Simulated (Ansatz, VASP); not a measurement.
# Two plane-wave programs on WS2

```
S W
1.0
     3.15955    0.00000    0.00000
    -1.57977    2.73625    0.00000
     0.00000    0.00000   23.80426
S W
4 2
Direct
  0.33333 0.66667 0.18904
  0.33333 0.66667 0.32146
  0.33333 0.66667 0.47437
  0.33333 0.66667 0.60679
  0.66667 0.33333 0.25525
  0.66667 0.33333 0.54058
```

Alike in both runs: task single point; functional PBE; dispersion D3(BJ); k mesh 9 × 9 × 1; occupations gaussian, width 0.05 eV; no spin polarisation.

```csv
,VASP,Ansatz
version,VASP 6.6.1,Ansatz 0.2.0
potentials or method,"VASP PAW PBE potentials, release 64 (S, W_sv), cutoff 520 eV","scalar-relativistic, plane waves, PAW"
valence electrons in the cell,52,52
```

|  | VASP | Ansatz | Ansatz less VASP |
| --- | --- | --- | --- |
| gap on the k mesh at the Fermi level (eV) | 1.79 | 1.78 | -0.014 |
| least direct gap on the mesh (eV) | 1.91 | 1.90 | -0.003 |
| rms of the force components (eV/Å) | 0.011 | 0.011 | +0.0001 |

Spin-orbit coupling is off throughout.
